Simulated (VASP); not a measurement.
A run of VASP 6.6.1 is set up as follows.

The input INCAR:

```
SYSTEM = CdW2
PREC = Accurate
ENCUT = 600
EDIFF = 1E-7
ISMEAR = 0
SIGMA = 0.1
LREAL = .False.
LASPH = .True.
NELM = 60
ALGO = Fast
ISIF = 3
LWAVE = .False.
LCHARG = .False.
GGA = PE
IBRION = 2
NSW = 90
EDIFFG = -0.04
```

The input KPOINTS:

```
regular mesh
0
Gamma
  6 6 6
  0 0 0
```

The input POSCAR:

```
CdW2
1.0
    4.3956105114      0.0000000000      0.0000000000
   -2.1978052558      3.8067103681      0.0000000000
    0.0000000000      0.0000000000      3.0917150724
Cd W
1 2
Direct
    0.0000000000      0.0000000000      0.0000000000
    0.3333333333      0.6666666667      0.5000000000
    0.6666666667      0.3333333333      0.5000000000
```

Potentials or basis: VASP PAW PBE potentials, release 64 (Cd, W_sv).

Run with:

```console
$ cat potpaw_PBE.64/Cd/POTCAR potpaw_PBE.64/W_sv/POTCAR > POTCAR
$ mpirun -np 1 vasp_std > vasp.out
```

Q: What does it give for the space group after relaxing (to 0.1 Å)?

A: P6/mmm (No. 191).

Q: Estimate the relaxed cell.

A: a = 4.711 Å, b = 4.711 Å, c = 2.744 Å, α = 90.00°, β = 90.00°, γ = 120.00°.

Q: What does it give for the relaxed volume?

A: 17.58 Å³/atom.

Final structure:
```
Cd W
1.0
     4.71054    0.00000    0.00000
    -2.35527    4.07945    0.00000
     0.00000    0.00000    2.74438
Cd W
1 2
Cartesian
  0.0000 0.0000 2.7444
  0.0000 2.7196 1.3722
  2.3553 1.3598 1.3722
```
